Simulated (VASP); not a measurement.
# Zn (P6_3/mmc) in VASP: vibrations by perturbation theory with PBEsol

Aim: the vibrations by perturbation theory of Zn with PBEsol.

Program: VASP 6.6.1. These are calculated values, not measurements. Logs are shortened: lines on timing, memory, paths and dates and some standing lists are left out, and cuts for length are marked.

## Step 1: The cell of the first run

The structure is hexagonal, space group P6_3/mmc (No. 194). The conventional cell has a = 2.603 Å, b = 2.603 Å, c = 4.843 Å, α = 90.00°, β = 90.00°, γ = 120.00°. Zn (site symmetry -6m2) has 12 Zn at 2.60 to 2.85 Å within 3.4 Å.

## Step 2: Vibrations by perturbation theory, PBEsol

File INCAR:

```
  PREC = Accurate
  ENCUT = 520
  EDIFF = 1E-8
  ISMEAR = -1
  SIGMA = 0.15
  LREAL = False
  LASPH = True
  NELM = 60
  ALGO = Normal
  ISIF = 2
  LWAVE = False
  LCHARG = False
  GGA = PS
  NBANDS = 19
  IBRION = 8
  NSW = 1
```

File KPOINTS:

```
Automatic mesh
0
Gamma
  18 18 8
```

File POSCAR:

```
Zn
1.0
    2.6029652201      0.0000000000      0.0000000000
   -1.3014826101      2.2542340058      0.0000000000
    0.0000000000      0.0000000000      4.8433558209
Zn
2
Direct
    0.3333333333      0.6666666667      0.2500000000
    0.6666666667      0.3333333333      0.7500000000
```

Potentials or basis: VASP PAW PBE potentials, release 64 (Zn).

On the command line:

```console
$ cat potpaw_PBE.64/Zn/POTCAR > POTCAR
$ mpirun -np 1 vasp_std > vasp.out
```

OUTCAR:

```text
PREC = Accurate
   ENCUT = 520
   EDIFF = 1E-8
   ISMEAR = -1
   LREAL = False
   LASPH = True
   NELM = 60
   ISIF = 2
   GGA = PS
   IBRION = 8
   NSW = 1

 ion  position               nearest neighbor table
   1  0.333  0.667  0.250-   2 2.85   2 2.85   2 2.85   2 2.85   2 2.85   2 2.85
   2  0.667  0.333  0.750-   1 2.85   1 2.85   1 2.85   1 2.85   1 2.85   1 2.85

  LATTYP: Found a hexagonal cell.
 ALAT       =     2.6029652201
 C/A-ratio  =     1.8607070826

  Lattice vectors:

 A1 = (   2.6029652201,   0.0000000000,   0.0000000000)
 A2 = (  -1.3014826101,   2.2542340058,   0.0000000000)
 A3 = (   0.0000000000,   0.0000000000,   4.8433558209)

Analysis of symmetry for initial positions (statically):
=====================================================================
 Subroutine PRICEL returns:
 Original cell was already a primitive cell.

 Routine SETGRP: Setting up the symmetry group for a
 hexagonal supercell.

 Subroutine GETGRP returns: Found 24 space group operations
 (whereof 12 operations were pure point group operations)
 out of a pool of 24 trial point group operations.

The static configuration has the point symmetry D_3d.
 The point group associated with its full space group is D_6h.

Analysis of symmetry for dynamics (positions and initial velocities):
=====================================================================
 Subroutine PRICEL returns:
 Original cell was already a primitive cell.

 Routine SETGRP: Setting up the symmetry group for a
 hexagonal supercell.

 Subroutine GETGRP returns: Found 24 space group operations
 (whereof 12 operations were pure point group operations)
 out of a pool of 24 trial point group operations.

The dynamic configuration has the point symmetry D_3d.
 The point group associated with its full space group is D_6h.

 Subroutine INISYM returns: Found 24 space group operations
 (whereof 12 operations are pure point group operations),
 and found     1 'primitive' translations

----------------------------------------------------------------------------------------

                                     Primitive cell

  volume of cell :      28.4193

  direct lattice vectors                    reciprocal lattice vectors
     2.602965220  0.000000000  0.000000000     0.384177242  0.221804834  0.000000000
    -1.301482610  2.254234006  0.000000000     0.000000000  0.443609668  0.000000000
     0.000000000  0.000000000  4.843355821     0.000000000  0.000000000  0.206468415

  length of vectors
     2.602965220  2.602965220  4.843355821     0.443609668  0.443609668  0.206468415

  position of ions in fractional coordinates (direct lattice)
     0.333333333  0.666666667  0.250000000
     0.666666667  0.333333333  0.750000000

  ion indices of the primitive-cell ions
   primitive index   ion index
                 1           1
                 2           2

----------------------------------------------------------------------------------------

 KPOINTS: Automatic mesh

Automatic generation of k-mesh.
 Grid dimensions read from file:
 generate k-points for:   18   18    8

 Generating k-lattice:

  Cartesian coordinates                     Fractional coordinates (reciprocal lattice)
     0.021343180  0.012322491  0.000000000     0.055555556 -0.000000000  0.000000000
     0.000000000  0.024644982  0.000000000     0.000000000  0.055555556  0.000000000
     0.000000000  0.000000000  0.025808552     0.000000000  0.000000000  0.125000000

  Length of vectors
     0.024644982  0.024644982  0.025808552

  Shift w.r.t. Gamma in fractional coordinates (k-lattice)
     0.000000000  0.000000000  0.000000000

 Subroutine IBZKPT returns following result:
 ===========================================

 Found    185 irreducible k-points:

 Following reciprocal coordinates:
            Coordinates               Weight
  0.000000  0.000000  0.000000      1.000000
  0.055556  0.000000  0.000000      6.000000
  0.111111  0.000000  0.000000      6.000000
  0.166667  0.000000  0.000000      6.000000
  0.222222  0.000000  0.000000      6.000000
  0.277778  0.000000  0.000000      6.000000
[... 16 lines left out ...]
  0.333333  0.111111  0.000000     12.000000
  0.388889  0.111111  0.000000     12.000000
 [... further k-points ...]
   k-points           NKPTS =    185   k-points in BZ     NKDIM =    185   number of bands    NBANDS=     19
   number of dos      NEDOS =    301   number of ions     NIONS =      2
   total plane-waves  NPLWV =  14400
   dimension x,y,z NGX =    20 NGY =   20 NGZ =   36
   dimension x,y,z NGXF=    40 NGYF=   40 NGZF=   72
   ions per type =               2
   NGX,Y,Z   is equivalent  to a cutoff of  12.77, 12.77, 12.36 a.u.
   NGXF,Y,Z  is equivalent  to a cutoff of  25.55, 25.55, 24.71 a.u.
 SYSTEM =  unknown system
   PREC   = accura    normal or accurate (medium, high low for compatibility)
   ISTART =      0    job   : 0-new  1-cont  2-samecut
   ICHARG =      2    charge: 1-file 2-atom 10-const
   ISPIN  =      1    spin polarized calculation?
   LNONCOLLINEAR =      F non collinear calculations
   LSORBIT =      F    spin-orbit coupling
   LASPH  =      T    aspherical Exc in radial PAW
   ENCUT  =  520.0 eV  38.22 Ry    6.18 a.u.   4.84  4.84  9.01*2*pi/ulx,y,z
   NELM   =     60;   NELMIN=  2; NELMDL= -5     # of ELM steps
   EDIFF  = 0.1E-07   stopping-criterion for ELM
   LREAL  =      F    real-space projection
   EDIFFG = 0.1E-06   stopping-criterion for IOM
   NSW    =      1    number of steps for IOM
   IBRION =      8    ionic relax: 0-MD 1-quasi-New 2-CG
   NFREE  =      0    steps in history (QN), initial steepest desc. (CG)
   ISIF   =      2    stress and relaxation
   ISYM   =      2    0-nonsym 1-usesym 2-fastsym
   POTIM  = 0.5000    time-step for ionic-motion
   TEBEG  =    0.0;   TEEND  =   0.0 temperature during run
   PSTRESS=    0.0 pullay stress
   NELECT =      24.0000    total number of electrons
   NUPDOWN=      -1.0000    fix difference up-down
   EMIN   =  10.00;   EMAX   =-10.00  energy-range for DOS
   EFERMI =   0.00;   METHOD = LEGACY
   ISMEAR =    -1;   SIGMA  =   0.15  broadening in eV -4-tet -1-fermi 0-gaus
   EFERMI_NEDOS =   21; number of points for ismear=-14 and -15
   IALGO  =     38    algorithm
   IMIX   =      4    mixing-type and parameters
     AMIX     =   0.40;   BMIX     =  1.00
     AMIX_MAG =   1.60;   BMIX_MAG =  1.00
  volume/ion in A,a.u.               =      14.21        95.89
  Fermi-wavevector in a.u.,A,eV,Ry     =   1.547417  2.924194 32.579137  2.394499
  Thomas-Fermi vector in A             =   2.652513
   LORBIT       =      0    0 simple, 1 ext, 2 COOP (PROOUT), +10 PAW based schemes
   GGA     = PS    functional components
   LHFCALC =     F    Hartree Fock is set to
   AEXX    =    0.0000 exact exchange contribution
   IVDW    =     0    specifies the selected vdW correction
   LEPSILON=     F    determine dielectric tensor
   LRPA    =     F    only Hartree local field effects (RPA)
 non-spin polarized calculation
  energy-cutoff  :      520.00
  volume of cell :       28.42
 maximum number of plane-waves:       783
 NGX is ok and might be reduce to    20
   NGX =  9   NGY =  9   NGZ = 19

--------------------------------------- Ionic step        1  -------------------------------------------

 number of electron      24.0000029 magnetization

 Free energy of the ion-electron system (eV)
  ---------------------------------------------------
  ext. energy  EPLUGINS =         0.00000000
  ---------------------------------------------------
  free energy    TOTEN  =        -3.18621823 eV

  energy without entropy =       -3.15644719  energy(sigma->0) =       -3.17133271

 E-fermi :   3.5040     XC(G=0): -12.0619

 val. band max:        3.4854995735   @ k =   0.1667   0.1111   0.1250
 cond. band min:       3.5122165919   @ k =   0.3333   0.3333   0.0000
 fundamental gap:      0.0267170184
 Fermi energy:         3.5040360992

 k-point     1 :       0.0000    0.0000    0.0000
  band No.  band energies     occupation
      1      -7.5366      2.00000
      2      -5.4852      2.00000
      3      -4.6658      2.00000
      4      -4.4020      2.00000
      5      -4.4020      2.00000
      6      -4.3448      2.00000
[... 505 lines left out ...]
      6      -4.2469      2.00000
[... 11 lines left out ...]
     18      17.1257      0.00000
     19      18.2880      0.00000

 [... further k-points ...]
[... 5 lines left out ...]
  --------------------------------------------------------------------------------------
  -------------------------------------------------------------------------------------
  Total        0.0992571      0.0992571      0.0529763     -0.0000000     -0.0000000     -0.0000000
  in kB        5.5957505      5.5957505      2.9866079     -0.0000000     -0.0000000     -0.0000000
  external PRESSURE =       4.7260363 kB  Pullay stress =       0.0000000 kB

 VOLUME and BASIS-vectors are now :
 -----------------------------------------------------------------------------
  energy-cutoff  :      520.00
  volume of cell :       28.42
      direct lattice vectors                 reciprocal lattice vectors
     2.602965220  0.000000000  0.000000000     0.384177242  0.221804834  0.000000000
    -1.301482610  2.254234006  0.000000000     0.000000000  0.443609668  0.000000000
     0.000000000  0.000000000  4.843355821     0.000000000  0.000000000  0.206468415

 POSITION                                       TOTAL-FORCE (eV/Angst)
 -----------------------------------------------------------------------------------
     -0.00000      1.50282      1.21084         0.000000      0.000000      0.000000
      1.30148      0.75141      3.63252        -0.000000     -0.000000      0.000000
 -----------------------------------------------------------------------------------
    total drift:                               -0.000000      0.000000     -0.000000

  FREE ENERGIE OF THE ION-ELECTRON SYSTEM (eV)
  ---------------------------------------------------
  free  energy   TOTEN  =        -3.1862182296 eV

  energy  without entropy=       -3.1564471879  energy(sigma->0) =       -3.17133271

[... ionic steps 2 to 3 ...]

--------------------------------------- Ionic step        4  -------------------------------------------

------------------------ aborting loop because EDIFF is reached ----------------------------------------

[... ionic steps 5 to 5 ...]

--------------------------------------- Ionic step        6  -------------------------------------------

 Free energy of the ion-electron system (eV)
  ---------------------------------------------------
  ---------------------------------------------------
  free energy    TOTEN  =        -0.22168394 eV

  energy without entropy =       -0.22168394

------------------------ aborting loop because EDIFF is reached ----------------------------------------

 INTERNAL STRAIN TENSOR  FOR ION    1  DIRECTION 3   (eV/Angst):
 -----------------------------------------------------------------------------
     0.00076 -0.00000 -0.00000
     0.00000  0.00076 -0.00000
    -0.00000 -0.00000  0.00416

 INTERNAL STRAIN TENSOR FOR ION    2 for displacements in x,y,z  (eV/Angst):
          X           Y           Z          XY          YZ          ZX
  --------------------------------------------------------------------------------
  x     0.00000    -0.00000    -0.00000    -0.26095     0.00000     0.00000
  y    -0.26095     0.26095    -0.00000    -0.00000     0.00000     0.00000
  z     0.00000     0.00000    -0.00000     0.00000    -0.00000     0.00000

 SECOND DERIVATIVES (NOT SYMMETRIZED)
 ------------------------------------
               1X          1Y          1Z          2X          2Y          2Z
  1X    -0.705205    0.000000    0.000000    0.705205   -0.000000    0.000000
  1Y     0.000000   -0.705205    0.000000   -0.000000    0.705205    0.000000
  1Z    -0.000000    0.000000   -2.802110    0.000000    0.000000    2.802110
  2X     0.705205   -0.000000    0.000000   -0.705205    0.000000    0.000000
  2Y    -0.000000    0.705205    0.000000    0.000000   -0.705205    0.000000
  2Z     0.000000    0.000000    2.802110   -0.000000    0.000000   -2.802110

 Eigenvectors and eigenvalues of the dynamical matrix
 ----------------------------------------------------

   1 f  =    4.576702 THz    28.756265 2PiTHz  152.662339 cm-1    18.927709 meV
             X         Y         Z           dx          dy          dz
     -0.000000  1.502823  1.210839     0.000000    0.000000    0.707107
      1.301483  0.751411  3.632517    -0.000000   -0.000000   -0.707107
[... 16 lines left out ...]
   5 f  =    0.000000 THz     0.000000 2PiTHz    0.000001 cm-1     0.000000 meV
             X         Y         Z           dx          dy          dz
     -0.000000  1.502823  1.210839     0.053751    0.641184    0.293247
      1.301483  0.751411  3.632517     0.053751    0.641184    0.293247

   6 f/i=    0.000000 THz     0.000000 2PiTHz    0.000001 cm-1     0.000000 meV
             X         Y         Z           dx          dy          dz
     -0.000000  1.502823  1.210839     0.705022   -0.051974   -0.015587
      1.301483  0.751411  3.632517     0.705022   -0.051974   -0.015587

--------------------------------------------------------------------------------------------------------

 ELASTIC MODULI CONTR FROM IONIC RELAXATION (kBar)
 Direction    XX          YY          ZZ          XY          YZ          ZX
 --------------------------------------------------------------------------------
 XX          -5.4438      5.4438     -0.0000      0.0000      0.0000      0.0000
 YY           5.4438     -5.4438      0.0000      0.0000      0.0000      0.0000
 ZZ          -0.0000      0.0000     -0.0000     -0.0000     -0.0000      0.0000
 XY           0.0000      0.0000     -0.0000     -5.4438      0.0000      0.0000
 YZ           0.0000      0.0000     -0.0000      0.0000     -0.0000      0.0000
 ZX           0.0000      0.0000      0.0000      0.0000      0.0000      0.0000
 --------------------------------------------------------------------------------
```

Wall time 16 min (1 thread of Intel Xeon 8259CL, shared host); peak memory 0.84 GiB.

Results:

- Highest phonon frequency at Γ: 153 cm⁻¹

Phonon frequencies in cm⁻¹ (negative: imaginary):
```tsv
q point	frequencies
(0.000, 0.000, 0.000)	0 0 0 77 77 153
```

Caveat: the PAW data sets were made with another functional, which shifts forces and pressure a little.
